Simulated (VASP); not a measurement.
# HfC (CsCl type): relaxation of cell and atoms with PBE

Crystal: HfC (CsCl type).

```
CELL_PARAMETERS angstrom
2.55050 0.00000 0.00000
0.00000 2.55050 0.00000
0.00000 0.00000 2.55050
ATOMIC_POSITIONS crystal
Hf 0.00000 0.00000 0.00000
C 0.50000 0.50000 0.50000
```

```json
{
 "Program": "VASP 6.6.1",
 "Task": "relaxation of cell and atoms",
 "Functional": "PBE",
 "Potentials or basis": "VASP PAW PBE potentials, release 64 (Hf_pv, C)",
 "Cutoff": "600 eV",
 "k mesh": "15 × 15 × 15",
 "Occupations": "fermi-dirac, width 0.1 eV",
 "Spin": "no spin polarisation",
 "Target pressure": "170 GPa",
 "Dipole correction": "no",
 "Further INCAR settings": "ALGO = Normal; EDIFF = 1e-07; IBRION = 2; EDIFFG = -0.005; NSW = 32; ISIF = 3"
}
```

```
Relaxed volume                                         : 8.27 Å³/atom
Relaxed cell                                           : a = 2.548 Å, b = 2.548 Å, c = 2.548 Å, α = 90.00°, β = 90.00°, γ = 90.00°
Space group after relaxing (to 0.05 Å)                 : Pm-3m (No. 221)
Energy change on relaxing (the enthalpy is what falls) : +27.3 meV/atom
Ionic steps                                            : 3
Pressure after relaxing                                : 170.0 GPa
Band gap on the k mesh                                 : zero (band 7 reaches 12.13 eV, above the bottom of band 8 at 8.64 eV)
```

Step by step:
| step | energy change (eV) | largest force (eV/Å) | pressure (GPa) | volume (Å³) |
| --- | --- | --- | --- | --- |
| 1 | 0.0000 | 0.0000 | 167.56 | 16.59 |
| 2 | 0.3289 | 0.0000 | 182.18 | 16.29 |
| 3 | 0.0547 | 0.0000 | 170.00 | 16.54 |

Final structure:
```
Hf C
1.0
     2.54784    0.00000    0.00000
     0.00000    2.54784    0.00000
     0.00000    0.00000    2.54784
Hf C
1 1
Direct
  0.00000 0.00000 0.00000
  0.50000 0.50000 0.50000
```

Levels at points of the mesh, in eV from the Fermi level:
```
           k point  band 3  band 4  band 5  band 6  band 7  band 8  band 9  band 10  band 11
(0.00, 0.00, 0.00)  -28.58  -14.97   -3.49   -3.49    1.83    1.83    1.83     9.08     9.08
```

Wall time 34 s on 1 thread of Intel(R) Xeon(R) 6975P-C (Granite Rapids), with other jobs on the host, peak memory 0.15 GiB.

Caveat: the cell is relaxed towards a set pressure, so the enthalpy falls and the energy may rise; spin-orbit coupling is left out, which moves the levels of the heavy elements.
